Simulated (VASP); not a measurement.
Runs of VASP 6.6.1 on B4F. The structure is that of space group C2/m (No. 12), or close to it. The cells are those of the table. 

| task | cell | k mesh | cutoff (eV) | gap on the mesh (eV) | pressure (GPa) | relaxed volume (Å³/atom) | largest force (eV/Å) |
| --- | --- | --- | --- | --- | --- | --- | --- |
| relaxation of cell and atoms | relaxed from a = 2.578, b = 2.578, c = 6.307 Å, angles 94.2, 94.2, 72.3°, 5 atoms | 16 × 16 × 6 | 600 | none | 0.0 | (a) | 0.01 |
| single point | a = 2.578, b = 2.578, c = 6.313 Å, angles 94.7, 94.7, 72.2°, 5 atoms | 16 × 16 × 6 | 520 | none | 0.0 | - | 0.04 |
| single point | a = 2.576, b = 2.576, c = 7.235 Å, angles 113.7, 113.7, 72.5°, 5 atoms | 8 × 8 × 2 | 520 | none | 0.0 | - | 0.04 |
| relaxation of cell and atoms | relaxed from a = 2.261, b = 2.261, c = 8.313 Å, angles 94.1, 94.1, 70.5°, 5 atoms | 8 × 8 × 2 | 600 | none | 0.2 | (b) | 0.03 |
| single point | a = 2.578, b = 2.578, c = 6.307 Å, angles 94.2, 94.2, 72.3°, 5 atoms | 8 × 8 × 4 | 520 | none | 0.1 | - | 0.04 |
| single point | a = 2.261, b = 2.261, c = 8.313 Å, angles 94.1, 94.1, 70.5°, 5 atoms | 8 × 8 × 2 | 520 | none | -16.0 | - | 3.68 |

Alike in all rows: level PBE; potentials or basis VASP PAW PBE potentials, release 64 (B, F); no spin polarisation; smearing gaussian 0.1 eV.

**Question.** Estimate the missing entries.

**Answer.** (a) 7.94; (b) 7.87.

Caveats: some runs use coarse meshes; an odd number of electrons without spin polarisation forces a metal; a magnetic or distorted state may lie lower.

A gap of «none» marks levels without a gap at the run's occupations.
